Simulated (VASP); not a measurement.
A run of VASP 6.6.1 is set up as follows.

File INCAR:

```
ALGO     = Normal         # electronic algorithm
EDIFF    = 1E-6           # SCF threshold, eV
EDIFFG   = -0.01          # ionic threshold
ENCUT    = 600            # plane-wave cutoff, eV
GGA      = PE             # functional
IBRION   = 2              # ionic algorithm
ISIF     = 3              # what is computed and relaxed
ISMEAR   = 0              # smearing method
LASPH    = True           # aspherical terms in the spheres
LCHARG   = False          # write CHGCAR
LREAL    = False          # projectors in reciprocal space
LWAVE    = False          # write WAVECAR
NELM     = 60             # most SCF steps
NSW      = 100            # ionic steps
PREC     = Accurate       # precision mode
SIGMA    = 0.1            # smearing width, eV
```

The input KPOINTS:

```
k-points
0
Gamma
  8 8 8
```

Contents of POSCAR:

```
HfPb4O
1.0
    0.0000000000      4.3225596800      4.3225596800
    4.3225596800      0.0000000000      4.3225596800
    4.3225596800      4.3225596800      0.0000000000
Hf Pb O
1 4 1
Direct
    0.0000000000      0.0000000000      0.0000000000
    0.6249677700      0.1250966900      0.6249677700
    0.6249677700      0.6249677700      0.1250966900
    0.6249677700      0.6249677700      0.6249677700
    0.1250966900      0.6249677700      0.6249677700
    0.2500000000      0.2500000000      0.2500000000
```

Potentials or basis: VASP PAW PBE potentials, release 64 (Hf_pv, Pb_d, O).

Launch:

```sh
$ cat potpaw_PBE.64/Hf_pv/POTCAR potpaw_PBE.64/Pb_d/POTCAR potpaw_PBE.64/O/POTCAR > POTCAR
$ mpirun -np 1 vasp_std > vasp.out
```

Problem. What does it give for the band gap on the k mesh?

Solution. Zero (bands 36 and 37 overlap by 1.09 eV).

Problem. What does it give for the space group after relaxing (to 0.1 Å)?

Solution. F-43m (No. 216).

Problem. Predict the relaxed volume.

Solution. 27.77 Å³/atom.

Problem. Estimate the relaxed cell.

Solution. a = 6.176 Å, b = 6.176 Å, c = 6.176 Å, α = 60.00°, β = 60.00°, γ = 60.00°.

Forces in eV/Å, atoms in the order of the input:
```
Hf   0.000  0.000  0.000
Pb   0.002 -0.002  0.002
Pb   0.002  0.002 -0.002
Pb  -0.002 -0.002 -0.002
Pb  -0.002  0.002  0.002
O    0.000  0.000  0.000
```

Caveat: spin-orbit coupling is left out, which moves the levels of the heavy elements.
